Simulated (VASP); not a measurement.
Ti, 1 atom in the cell. The structure is cubic, space group Im-3m (No. 229). Conventional cell: a = 3.282 Å, b = 3.282 Å, c = 3.282 Å, α = 90.00°, β = 90.00°, γ = 90.00°. Ti (site symmetry m-3m) has 14 Ti at 2.84 to 3.28 Å within 3.7 Å. This isn't the form of Ti at room conditions, which is hcp.

```yaml
Program: VASP 6.6.1
Task: single point
Functional: r2SCAN
Potentials_or_basis: VASP PAW PBE potentials, release 64 (Ti_sv)
Cutoff: 520 eV
k_mesh: 16 × 16 × 16
Occupations: fermi-dirac, width 0.05 eV
Spin: collinear spin
Starting_moments: "[0.47] μB"
Fixed_moment: 0.47 μB
Dipole_correction: no
Further_INCAR_settings: ALGO = Normal; EDIFF = 1e-07; NBANDS = 16
```

Potentials or basis: VASP PAW PBE potentials, release 64 (Ti_sv).

Command:

```console
$ cat potpaw_PBE.64/Ti_sv/POTCAR > POTCAR
$ cp INCAR.step1 INCAR
$ mpirun -np 1 vasp_std > vasp.out
$ cp INCAR.step2 INCAR
$ mpirun -np 1 vasp_std > vasp.out
```

Hardware: 1 thread of AMD EPYC 9R45 96-Core Processor (Zen 5), with other jobs on the host.

Question: How long does it take, and how much memory?

Answer: It took 4.9 min on 1 thread of AMD EPYC 9R45 96-Core Processor (Zen 5), on a shared host, peak memory 0.17 GiB. Counts: k points 145.
